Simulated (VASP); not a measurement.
Here is a VASP 6.6.1 calculation.

The input INCAR:

```
ALGO     = Normal         # electronic algorithm
EDIFF    = 1E-6           # SCF threshold, eV
EDIFFG   = -0.002         # ionic threshold
ENCUT    = 520            # plane-wave cutoff, eV
IBRION   = 2              # ionic algorithm
ISIF     = 2              # what is computed and relaxed
ISMEAR   = 0              # smearing method
LASPH    = T              # aspherical terms in the spheres
LCHARG   = F              # write CHGCAR
LREAL    = F              # projectors in reciprocal space
LWAVE    = F              # write WAVECAR
NELM     = 60             # most SCF steps
NSW      = 50             # ionic steps
PREC     = Accurate       # precision mode
SIGMA    = 0.01           # smearing width, eV
```

KPOINTS

```
k-points
0
Gamma
  10 10 10
```

File POSCAR:

```
NaF
1.0
   -0.0112589061      2.2461517672      2.2461517672
    2.2461517672     -0.0112589061      2.2461517672
    2.2461517672      2.2461517672     -0.0112589061
Na F
1 1
Direct
    0.0000000000      0.0000000000      0.0000000000
    0.5000000000      0.5000000000      0.5000000000
```

Potentials or basis: VASP PAW LDA potentials, release 64 (Na_pv, F).

Command:

```sh
$ cat potpaw_LDA.64/Na_pv/POTCAR potpaw_LDA.64/F/POTCAR > POTCAR
$ mpirun -np 1 vasp_std > vasp.out
```

What does it give for the band gap on the k mesh?

6.42 eV.

Final structure:
```yaml
crystal:
  lattice:
    - [-0.01126, 2.24615, 2.24615]
    - [2.24615, -0.01126, 2.24615]
    - [2.24615, 2.24615, -0.01126]
  atoms:
    - { symbol: Na, position: [0.00000, 0.00000, 0.00000] }
    - { symbol: F, position: [0.50000, 0.50000, 0.50000] }
```

Caveat: the cell differs from its parent crystal (equal xy, yz and zx engineering shears of -0.5 %); the relaxation stopped at its first step, so nothing moved. A k mesh can miss the band edges.
